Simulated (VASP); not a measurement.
Here is a VASP 6.6.1 calculation.

INCAR

```
SYSTEM = PbSe
  PREC = Accurate
  ENCUT = 520
  EDIFF = 1E-6
  ISMEAR = -1
  SIGMA = 0.05
  LREAL = .False.
  LASPH = .True.
  NELM = 100
  ALGO = Normal
  ISIF = 2
  LWAVE = .False.
  LCHARG = .False.
  GGA = PS
  NBANDS = 17
```

KPOINTS

```
Automatic mesh
0
Gamma
  8 8 8
  0 0 0
```

The input POSCAR:

```
PbSe
1.0
    0.0000000000      3.1206779849      3.1206779849
    3.1206779849      0.0000000000      3.1206779849
    3.1206779849      3.1206779849      0.0000000000
Pb Se
1 1
Direct
    0.0000000000      0.0000000000      0.0000000000
    0.5000000000      0.5000000000      0.5000000000
```

Potentials or basis: VASP PAW PBE potentials, release 64 (Pb_d, Se).

Command:

```console
$ cat potpaw_PBE.64/Pb_d/POTCAR potpaw_PBE.64/Se/POTCAR > POTCAR
$ mpirun -np 1 vasp_std > vasp.out
```

**Question.** Estimate the pressure.

**Answer.** -3.1 GPa.

**Question.** Estimate the band gap on the k mesh.

**Answer.** 0.38 eV, direct.

Caveat: the PAW data sets were made with another functional, which shifts forces and pressure a little; spin-orbit coupling is left out, which moves the levels of the heavy elements. A k mesh can miss the band edges.
